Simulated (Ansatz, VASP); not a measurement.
Sb in VASP and in Ansatz

```
Sb
1.0
     3.26793    0.00000    0.00000
    -1.63397    2.83011    0.00000
     0.00000    0.00000    5.33000
Sb
2
Direct
  0.33333 0.66667 0.25000
  0.66667 0.33333 0.75000
```

Change from the starting cell: equal xx and yy strain of -3 %.

Alike in both runs: task single point; functional PBE; k mesh 12 × 12 × 7; occupations fermi-dirac, width 0.05 eV; no spin polarisation.

|  | VASP | Ansatz |
| --- | --- | --- |
| version | VASP 6.6.1 | Ansatz 0.2.0 |
| potentials or method | VASP PAW PBE potentials, release 64 (Sb), cutoff 520 eV | all-electron LAPW, scalar-relativistic |

```tsv
	VASP	Ansatz	Ansatz less VASP
pressure (GPa)	7.8	8.0	+0.14
traceless stress, the component that is largest in VASP (GPa)	-0.78	-0.77	+0.007
```

Ansatz ran all-electron here, and VASP with PAW potentials.

Neither program's run includes spin-orbit coupling.
